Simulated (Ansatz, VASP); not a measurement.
Two plane-wave programs on CoO

Contents of INCAR:

```
SYSTEM = CoO
PREC = Accurate ; ENCUT = 520
EDIFF = 1E-7 ; ISMEAR = 0
SIGMA = 0.05 ; LREAL = .FALSE.
LASPH = .TRUE. ; NELM = 150
ALGO = Normal ; ISIF = 2
LWAVE = .FALSE. ; LCHARG = .FALSE.
ISPIN = 2 ; MAGMOM = 2.87 0.26
LORBIT = 11 ; LMAXMIX = 4
LDAU = .TRUE. ; LDAUTYPE = 2
LDAUL = 2 -1 ; LDAUU = 3.3 0
LDAUJ = 0 0 ; LDAUPRINT = 1
GGA = B5 ; ALDAX = 1.0
AGGAX = 1.0 ; AGGAC = 1.0
ALDAC = 0.0 ; NBANDS = 18
```

KPOINTS

```
regular mesh
0
G
  10 10 10
  0 0 0
```

The input POSCAR:

```
CoO
1.0
    0.0000000000      2.1766440347      2.1766440347
    2.1766440347      0.0000000000      2.1766440347
    2.1766440347      2.1766440347      0.0000000000
Co O
1 1
Direct
    0.0000000000      0.0000000000      0.0000000000
    0.5000000000      0.5000000000      0.5000000000
```

Input for Ansatz:

```yaml
crystal:
  lattice:
    - [0.0, 2.1766440347, 2.1766440347]
    - [2.1766440347, 0.0, 2.1766440347]
    - [2.1766440347, 2.1766440347, 0.0]
  atoms:
    - { symbol: Co, position: [0.0, 0.0, 0.0], spin: 2.88 }
    - { symbol: O, position: [0.5, 0.5, 0.5] }
basis:
  ecutwfc: 420
  ecutrho_ratio: 4
kpoints:
  mp_grid: { grid: [10, 10, 10] }
hamiltonian:
  xc: blyp
  hubbard:
    sites:
      - { species: Co, l: d, u_eff: 3.3, starting_ns: start.occupation_matrices }
    ns_hold: { iters: 6 }
scf:
  occupations: { method: gaussian, width: 0.05 }
  lower_state_search: "off"
output:
  forces: true
  stress: true
  eigenvalues: true
  populations: true
  hubbard: { sites: [{ species: Co, l: d }] }
magnetization:
  spin_polarized: true
```

Alike in both runs: task single point; functional BLYP; k mesh 10 × 10 × 10; occupations gaussian, width 0.05 eV; collinear spin; Hubbard terms Co d U = 3.3 eV.

|  | VASP | Ansatz |
| --- | --- | --- |
| version | VASP 6.6.1 | Ansatz 0.2.0 |
| potentials or method | VASP PAW PBE potentials, release 64 (Co, O), cutoff 520 eV | scalar-relativistic, plane waves, PAW |
| valence electrons in the cell | 15 | 23 |

```tsv
	VASP	Ansatz	Ansatz less VASP
pressure (GPa)	-5.0	3.3	+8.26
net moment per atom (μB)	1.50	1.50	0.000
size of the moment on the site where the two differ most (μB)	2.71	2.61	-0.099
```

VASP's potentials were made for PBE, not for BLYP. Site moments also hang on the region over which each program counts them. The programs project onto different local orbitals, so the same U acts differently, and such runs can settle in different states. VASP's potentials hold 15 valence electrons a cell and Ansatz's 23, so a difference there can come from the potentials and not from the codes. Ansatz's warnings: symmetry narrowed by occupation matrices.
